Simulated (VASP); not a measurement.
Au2O3H4: single point with PBE

The system is Au2O3H4, in a box.

```xyz
9
Lattice="10.5500 0.0000 0.0000 0.0000 9.6300 0.0000 0.0000 0.0000 17.7800" Properties=species:S:1:pos:R:3 pbc="T T T"
Au    5.2766    4.7436   10.8017
Au    5.2766    4.8848    6.9755
O     5.2766    4.8142    8.8886
O     5.2766    4.6361   12.9463
O     6.0533    5.1284   13.2773
H     4.5000    5.1284   13.2773
H     5.2766    4.9923    4.8309
H     6.0533    4.5000    4.5000
H     4.5000    4.5000    4.5000
```

```yaml
Program: VASP 6.6.1
Task: single point
Functional: PBE
Potentials_or_basis: VASP PAW PBE potentials, release 64 (Au_sv_GW, O, H)
Cutoff: 520 eV
k_mesh: 1 × 1 × 1
Occupations: gaussian, width 0.01 eV
Spin: non-collinear spin, zero start, spin-orbit coupling
Starting_moments: "[[0.0, 0.0, 0.0], [0.0, 0.0, 0.0], [0.0, 0.0, 0.0], [0.0, 0.0, 0.0], [0.0, 0.0, 0.0], [0.0, 0.0, 0.0], [0.0, 0.0, 0.0], [0.0, 0.0, 0.0], [0.0, 0.0, 0.0]] μB"
Dipole_correction: no
Further_INCAR_settings: ALGO = Normal; EDIFF = 1e-06; NBANDS = 79; NELMDL = -8
```

```
Largest force                                         : 0.145 eV/Å
Net moment                                            : 0.00 μB per cell
Valence electrons inside the program's atomic spheres : Au 17.41; O 4.96, 5.17 (each value once); H 0.73
```

Forces in eV/Å, atoms in the order of the input:
```
Au   0.000  0.031 -0.110
Au   0.000 -0.031  0.110
O    0.000  0.000  0.000
O    0.000  0.080  0.105
O    0.000 -0.080 -0.105
H    0.008 -0.050 -0.136
H   -0.008 -0.050 -0.136
H    0.008  0.050  0.136
H   -0.008  0.050  0.136
```

Moments on the atoms (μB; x, y, z):
```
Au  0.00 0.00 0.00
Au  0.00 0.00 0.00
O   0.00 0.00 0.00
O   0.00 0.00 0.00
O   0.00 0.00 0.00
H   0.00 0.00 0.00
H   0.00 0.00 0.00
H   0.00 0.00 0.00
H   0.00 0.00 0.00
```

Wall time 45 min on 1 thread of Intel(R) Xeon(R) Platinum 8488C (Sapphire Rapids) (shared host), peak memory 4.4 GiB.
